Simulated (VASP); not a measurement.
# AlN (F-43m) in VASP: further runs

Aim: see how the results for AlN move with the level of theory and the settings. Levels: r2SCAN, PBE. Tasks: single point, relaxation of cell and atoms.

All numbers are computed with VASP 6.6.1; they aren't measurements. Logs are shortened: lines on timing, memory, paths and dates and some standing lists are left out, and cuts for length are marked.

## (1) The cell of the first run

It takes space group F-43m (No. 216, cubic). The conventional cell has a = 4.370 Å, b = 4.370 Å, c = 4.370 Å, α = 90.00°, β = 90.00°, γ = 90.00°. Al (site symmetry -43m) has 4 N at 1.89 Å within 2.5 Å. N (site symmetry -43m) has 4 Al at 1.89 Å within 2.5 Å.

## (2) Single point, r2SCAN

POSCAR reads:

```
AlN
1.0
    0.0000000000      2.1848764832      2.1848764832
    2.1848764832      0.0000000000      2.1848764832
    2.1848764832      2.1848764832      0.0000000000
Al N
1 1
Direct
    0.0000000000      0.0000000000      0.0000000000
    0.7500000000      0.7500000000      0.7500000000
```

INCAR.step1 reads:

```
SYSTEM = AlN
ALGO = Normal
EDIFF = 1E-4
ENCUT = 520
GGA = PE
ISMEAR = 0
LASPH = .TRUE.
LCHARG = .FALSE.
LREAL = .FALSE.
LWAVE = .TRUE.
NBANDS = 11
NELM = 100
PREC = Accurate
SIGMA = 0.01
```

INCAR.step2 reads:

```
SYSTEM = AlN
ALGO = Normal
EDIFF = 1E-7
ENCUT = 520
ISIF = 2
ISMEAR = 0
ISTART = 1
LASPH = .TRUE.
LCHARG = .FALSE.
LMIXTAU = .TRUE.
LREAL = .FALSE.
LWAVE = .FALSE.
METAGGA = R2SCAN
NBANDS = 11
NELM = 100
PREC = Accurate
SIGMA = 0.01
```

KPOINTS reads:

```
k-points
0
G
  10 10 10
  0 0 0
```

Potentials or basis: VASP PAW PBE potentials, release 64 (Al, N).

Run with:

```console
cat potpaw_PBE.64/Al/POTCAR potpaw_PBE.64/N/POTCAR > POTCAR
cp INCAR.step1 INCAR
mpirun -np 1 vasp_std > vasp.out
cp INCAR.step2 INCAR
mpirun -np 1 vasp_std > vasp.out
```

OUTCAR:

```text
SYSTEM = AlN
   EDIFF = 1E-7
   ENCUT = 520
   ISIF = 2
   ISMEAR = 0
   ISTART = 1
   LASPH = .TRUE.
   LREAL = .FALSE.
   METAGGA = R2SCAN
   NELM = 100
   PREC = Accurate

 ion  position               nearest neighbor table
   1  0.000  0.000  0.000-   2 1.89   2 1.89   2 1.89   2 1.89
   2  0.750  0.750  0.750-   1 1.89   1 1.89   1 1.89   1 1.89

  LATTYP: Found a face centered cubic cell.
 ALAT       =     4.3697529664

  Lattice vectors:

 A1 = (   0.0000000000,   2.1848764832,   2.1848764832)
 A2 = (   2.1848764832,   0.0000000000,   2.1848764832)
 A3 = (   2.1848764832,   2.1848764832,   0.0000000000)

Analysis of symmetry for initial positions (statically):
=====================================================================
 Subroutine PRICEL returns:
 Original cell was already a primitive cell.

 Routine SETGRP: Setting up the symmetry group for a
 face centered cubic supercell.

 Subroutine GETGRP returns: Found 24 space group operations
 (whereof 24 operations were pure point group operations)
 out of a pool of 48 trial point group operations.

The static configuration has the point symmetry T_d .

Analysis of symmetry for dynamics (positions and initial velocities):
=====================================================================
 Subroutine PRICEL returns:
 Original cell was already a primitive cell.

 Routine SETGRP: Setting up the symmetry group for a
 face centered cubic supercell.

 Subroutine GETGRP returns: Found 24 space group operations
 (whereof 24 operations were pure point group operations)
 out of a pool of 48 trial point group operations.

The dynamic configuration has the point symmetry T_d .

 Subroutine INISYM returns: Found 24 space group operations
 (whereof 24 operations are pure point group operations),
 and found     1 'primitive' translations

----------------------------------------------------------------------------------------

                                     Primitive cell

  volume of cell :      20.8598

  direct lattice vectors                    reciprocal lattice vectors
     0.000000000  2.184876483  2.184876483    -0.228845888  0.228845888  0.228845888
     2.184876483  0.000000000  2.184876483     0.228845888 -0.228845888  0.228845888
     2.184876483  2.184876483  0.000000000     0.228845888  0.228845888 -0.228845888

  length of vectors
     3.089881955  3.089881955  3.089881955     0.396372706  0.396372706  0.396372706

  position of ions in fractional coordinates (direct lattice)
     0.000000000  0.000000000  0.000000000
     0.750000000  0.750000000  0.750000000
[... 81 lines left out ...]
   IBRION =     -1    ionic relax: 0-MD 1-quasi-New 2-CG
   NFREE  =      0    steps in history (QN), initial steepest desc. (CG)
   ISIF   =      2    stress and relaxation
   ISYM   =      2    0-nonsym 1-usesym 2-fastsym
   POTIM  = 0.5000    time-step for ionic-motion
   TEBEG  =    0.0;   TEEND  =   0.0 temperature during run
   PSTRESS=    0.0 pullay stress
   NELECT =       8.0000    total number of electrons
   NUPDOWN=      -1.0000    fix difference up-down
   EMIN   =  10.00;   EMAX   =-10.00  energy-range for DOS
   EFERMI =   0.00;   METHOD = LEGACY
   ISMEAR =     0;   SIGMA  =   0.01  broadening in eV -4-tet -1-fermi 0-gaus
   EFERMI_NEDOS =   21; number of points for ismear=-14 and -15
   IALGO  =     38    algorithm
   IMIX   =      4    mixing-type and parameters
     AMIX     =   0.40;   BMIX     =  1.00
     AMIX_MAG =   1.60;   BMIX_MAG =  1.00
  volume/ion in A,a.u.               =      10.43        70.38
  Fermi-wavevector in a.u.,A,eV,Ry     =   1.189418  2.247675 19.248377  1.414716
  Thomas-Fermi vector in A             =   2.325526
   LORBIT       =      0    0 simple, 1 ext, 2 COOP (PROOUT), +10 PAW based schemes
   METAGGA = R2SCAN    functional components
   LHFCALC =     F    Hartree Fock is set to
   AEXX    =    0.0000 exact exchange contribution
   IVDW    =     0    specifies the selected vdW correction
   LEPSILON=     F    determine dielectric tensor
   LRPA    =     F    only Hartree local field effects (RPA)
 non-spin polarized calculation
 Gauss-broadening in eV      SIGMA  =   0.01
  energy-cutoff  :      520.00
  volume of cell :       20.86
 maximum number of plane-waves:       588
   NGX = 11   NGY = 11   NGZ = 11

 number of electron       8.0000000 magnetization

 Free energy of the ion-electron system (eV)
  ---------------------------------------------------
  ext. energy  EPLUGINS =         0.00000000
  ---------------------------------------------------
  free energy    TOTEN  =       -19.17972469 eV

  energy without entropy =      -19.17972469  energy(sigma->0) =      -19.17972469

 E-fermi :   5.7524     XC(G=0): -11.4130

 val. band max:        5.6817517282   @ k =   0.0000   0.0000   0.0000
 cond. band min:       9.6155742316   @ k =   0.5000   0.5000   0.0000
 fundamental gap:      3.9338225034
 Fermi energy:         5.7523926683

 k-point     1 :       0.0000    0.0000    0.0000
  band No.  band energies     occupation
      1     -10.0529      2.00000
      2       5.6817      2.00000
      3       5.6817      2.00000
      4       5.6818      2.00000
      5      10.5629      0.00000
      6      19.1906      0.00000
      7      19.1906      0.00000
      8      19.1906      0.00000
      9      24.2060      0.00000
     10      24.2060      0.00000
     11      25.9160      0.00000
[... 309 lines left out ...]
 k-point    24 :       0.4000    0.3000    0.0000
  band No.  band energies     occupation
      1      -8.0682      2.00000
      2       1.4924      2.00000
      3       3.9637      2.00000
      4       4.2558      2.00000
      5      11.2523      0.00000
      6      16.0939      0.00000
      7      18.9673      0.00000
      8      21.3539      0.00000
      9      21.9248      0.00000
     10      28.1160      0.00000
     11      30.5282      0.00000

 [... further k-points ...]
[... 5 lines left out ...]
  --------------------------------------------------------------------------------------
  -------------------------------------------------------------------------------------
  Total       -0.0503151     -0.0503151     -0.0503151      0.0000000     -0.0000000      0.0000000
  in kB       -3.8645477     -3.8645477     -3.8645477      0.0000000     -0.0000000      0.0000000
  external PRESSURE =      -3.8645477 kB  Pullay stress =       0.0000000 kB

 VOLUME and BASIS-vectors are now :
 -----------------------------------------------------------------------------
  energy-cutoff  :      520.00
  volume of cell :       20.86
      direct lattice vectors                 reciprocal lattice vectors
     0.000000000  2.184876483  2.184876483    -0.228845888  0.228845888  0.228845888
     2.184876483  0.000000000  2.184876483     0.228845888 -0.228845888  0.228845888
     2.184876483  2.184876483  0.000000000     0.228845888  0.228845888 -0.228845888

 POSITION                                       TOTAL-FORCE (eV/Angst)
 -----------------------------------------------------------------------------------
      0.00000      0.00000      0.00000         0.000000      0.000000     -0.000000
      3.27731      3.27731      3.27731        -0.000000     -0.000000      0.000000
 -----------------------------------------------------------------------------------
    total drift:                                0.000000      0.000000      0.000000

  FREE ENERGIE OF THE ION-ELECTRON SYSTEM (eV)
  ---------------------------------------------------
  free  energy   TOTEN  =       -19.1797246899 eV

  energy  without entropy=      -19.1797246899  energy(sigma->0) =      -19.17972469
```

OSZICAR.step1:

```text
N       E                     dE             d eps       ncg     rms          rms(c)
DAV:   1     0.102094645636E+02    0.10209E+02   -0.38264E+03  1050   0.604E+02
DAV:   2    -0.163450543574E+02   -0.26555E+02   -0.25790E+02  1263   0.135E+02
DAV:   3    -0.172145822429E+02   -0.86953E+00   -0.86845E+00  1246   0.234E+01
DAV:   4    -0.172192987310E+02   -0.47165E-02   -0.47161E-02  1184   0.189E+00
DAV:   5    -0.172193585849E+02   -0.59854E-04   -0.59853E-04  1259   0.202E-01    0.862E+00
DAV:   6    -0.148510790472E+02    0.23683E+01   -0.11863E+01  1215   0.173E+01    0.283E+00
DAV:   7    -0.148476583614E+02    0.34207E-02   -0.17166E-01  1169   0.323E+00    0.206E+00
DAV:   8    -0.148425656216E+02    0.50927E-02   -0.28418E-02  1121   0.159E+00    0.584E-01
DAV:   9    -0.148411185277E+02    0.14471E-02   -0.41503E-03  1235   0.382E-01    0.233E-01
DAV:  10    -0.148411626870E+02   -0.44159E-04   -0.41217E-04  1091   0.131E-01
   1 F= -.14841163E+02 E0= -.14841163E+02  d E =-.819508E-98
```

Run time: 27 s. Hardware: 1 thread of Intel Xeon Platinum 8259CL at 2.50GHz (Skylake/Cascade Lake), shared host; peak memory 0.14 GiB.

Results:

```
Free energy            : -19.1797 eV
Pressure               : -0.4 GPa
Band gap on the k mesh : 3.93 eV, indirect (least direct gap 4.88 eV)
```

Caveat: the PAW data sets were made with another functional, which shifts forces and pressure a little. A k mesh can miss the band edges.

## (3) Relaxation of cell and atoms, PBE

INCAR reads:

```
SYSTEM = AlN
PREC     = Accurate       ! precision mode
ENCUT    = 600            ! plane-wave cutoff, eV
EDIFF    = 1E-6           ! SCF threshold, eV
ISMEAR   = -1             ! smearing method
SIGMA    = 0.02           ! smearing width, eV
LREAL    = .FALSE.        ! projectors in reciprocal space
LASPH    = .TRUE.         ! aspherical terms in the spheres
NELM     = 100            ! most SCF steps
ALGO     = Normal         ! electronic algorithm
ISIF     = 3              ! what is computed and relaxed
LWAVE    = .FALSE.        ! write WAVECAR
LCHARG   = .FALSE.        ! write CHGCAR
GGA      = PE             ! functional
IBRION   = 2              ! ionic algorithm
NSW      = 80             ! ionic steps
EDIFFG   = -0.005         ! ionic threshold
```

KPOINTS reads:

```
Automatic mesh
0
G
  10 10 10
  0 0 0
```

POSCAR reads:

```
AlN
1.0
    0.0000000000      2.1839935596      2.1839935596
    2.1839935596      0.0000000000      2.1839935596
    2.1839935596      2.1839935596      0.0000000000
Al N
1 1
Direct
    0.0000000000      0.0000000000      0.0000000000
    0.7500000000      0.7500000000      0.7500000000
```

Potentials or basis: VASP PAW PBE potentials, release 64 (Al, N).

Run with:

```console
cat potpaw_PBE.64/Al/POTCAR potpaw_PBE.64/N/POTCAR > POTCAR
mpirun -np 1 vasp_std > vasp.out
```

OUTCAR:

```text
SYSTEM = AlN
   PREC = Accurate
   ENCUT = 600
   EDIFF = 1E-6
   ISMEAR = -1
   LREAL = .FALSE.
   LASPH = .TRUE.
   NELM = 100
   ISIF = 3
   GGA = PE
   IBRION = 2
   NSW = 80
   EDIFFG = -0.005

 ion  position               nearest neighbor table
   1  0.000  0.000  0.000-   2 1.89   2 1.89   2 1.89   2 1.89
   2  0.750  0.750  0.750-   1 1.89   1 1.89   1 1.89   1 1.89

  LATTYP: Found a face centered cubic cell.
 ALAT       =     4.3679871192

  Lattice vectors:

 A1 = (   0.0000000000,   2.1839935596,   2.1839935596)
 A2 = (   2.1839935596,   0.0000000000,   2.1839935596)
 A3 = (   2.1839935596,   2.1839935596,   0.0000000000)

Analysis of symmetry for initial positions (statically):
=====================================================================
 Subroutine PRICEL returns:
 Original cell was already a primitive cell.

 Routine SETGRP: Setting up the symmetry group for a
 face centered cubic supercell.

 Subroutine GETGRP returns: Found 24 space group operations
 (whereof 24 operations were pure point group operations)
 out of a pool of 48 trial point group operations.

[... 169 lines left out ...]
  --------------------------------------------------------------------------------------
  -------------------------------------------------------------------------------------
  Total        0.5816440      0.5816440      0.5816440     -0.0000000      0.0000000     -0.0000000
  in kB       44.7284423     44.7284423     44.7284423     -0.0000000      0.0000000     -0.0000000
  external PRESSURE =      44.7284423 kB  Pullay stress =       0.0000000 kB
[... 59 lines left out ...]
--------------------------------------- Ionic step        3  -------------------------------------------

 number of electron       8.0000000 magnetization

 Free energy of the ion-electron system (eV)
  ---------------------------------------------------
  ext. energy  EPLUGINS =         0.00000000
  ---------------------------------------------------
  free energy    TOTEN  =       -14.84832682 eV

  energy without entropy =      -14.84832682  energy(sigma->0) =      -14.84832682

 E-fermi :   6.1793     XC(G=0): -10.8374

 val. band max:        5.7620986843   @ k =   0.0000   0.0000   0.0000
 cond. band min:       9.0687807671   @ k =   0.5000   0.5000   0.0000
 fundamental gap:      3.3066820828
 Fermi energy:         6.1792992592

 k-point     1 :       0.0000    0.0000    0.0000
  band No.  band energies     occupation
      1      -9.0918      2.00000
      2       5.7621      2.00000
      3       5.7621      2.00000
      4       5.7621      2.00000
      5       9.7634      0.00000
      6      18.1049      0.00000
      7      18.1049      0.00000
      8      18.1049      0.00000
[... 243 lines left out ...]
 k-point    24 :       0.4000    0.3000    0.0000
  band No.  band energies     occupation
      1      -7.1448      2.00000
      2       1.6585      2.00000
      3       4.0845      2.00000
      4       4.3780      2.00000
      5      10.6288      0.00000
      6      15.1478      0.00000
      7      17.7544      0.00000
      8      20.1081      0.00000

 [... further k-points ...]
[... 5 lines left out ...]
  --------------------------------------------------------------------------------------
  -------------------------------------------------------------------------------------
  Total       -0.0001261     -0.0001261     -0.0001261     -0.0000000      0.0000000     -0.0000000
  in kB       -0.0094881     -0.0094881     -0.0094881     -0.0000000      0.0000000     -0.0000000
  external PRESSURE =      -0.0094881 kB  Pullay stress =       0.0000000 kB
[... 17 lines left out ...]
  FREE ENERGIE OF THE ION-ELECTRON SYSTEM (eV)
  ---------------------------------------------------
  free  energy   TOTEN  =       -14.8483268185 eV

  energy  without entropy=      -14.8483268185  energy(sigma->0) =      -14.84832682

 reached required accuracy - stopping structural energy minimisation
```

CONTCAR:

```text
AlN
   1.00000000000000
     0.0000000000000000    2.2001899842057684    2.2001899842057684
     2.2001899842057684   -0.0000000000000000    2.2001899842057684
     2.2001899842057684    2.2001899842057684   -0.0000000000000000
  Al              N
     1     1
Direct
     0.0000000000000000    0.0000000000000000    0.0000000000000000
     0.7500000000000000    0.7500000000000000    0.7500000000000000

  0.00000000E+00  0.00000000E+00  0.00000000E+00
  0.00000000E+00  0.00000000E+00  0.00000000E+00
```

It took 20 s on 1 thread of Intel Xeon Platinum 8259CL at 2.50GHz (Skylake/Cascade Lake), shared host; peak memory 0.16 GiB.

What came out:

| Property | Result |
| --- | --- |
| Free energy | -14.8483 eV |
| Relaxed volume | 10.65 Å³/atom |
| Relaxed cell | a = 3.112 Å, b = 3.112 Å, c = 3.112 Å, α = 60.00°, β = 60.00°, γ = 60.00° |
| Space group after relaxing (to 0.05 Å) | F-43m (No. 216) |
| Energy gained by relaxing | 3.2 meV/atom |
| Ionic steps | 3 |
| Pressure after relaxing | 0.0 GPa |
| Band gap on the k mesh | 3.31 eV, indirect (least direct gap 4.00 eV) |

The path:
```csv
step,energy change (eV),largest force (eV/Å),pressure (GPa),volume (Å³)
1,0.0000,0.0000,4.47,20.83
2,-0.0014,0.0000,-3.68,21.72
3,-0.0064,0.0000,0.00,21.30
```

Final structure:
```
CELL_PARAMETERS angstrom
0.00000 2.20019 2.20019
2.20019 0.00000 2.20019
2.20019 2.20019 0.00000
ATOMIC_POSITIONS crystal
Al 0.00000 0.00000 0.00000
N 0.75000 0.75000 0.75000
```
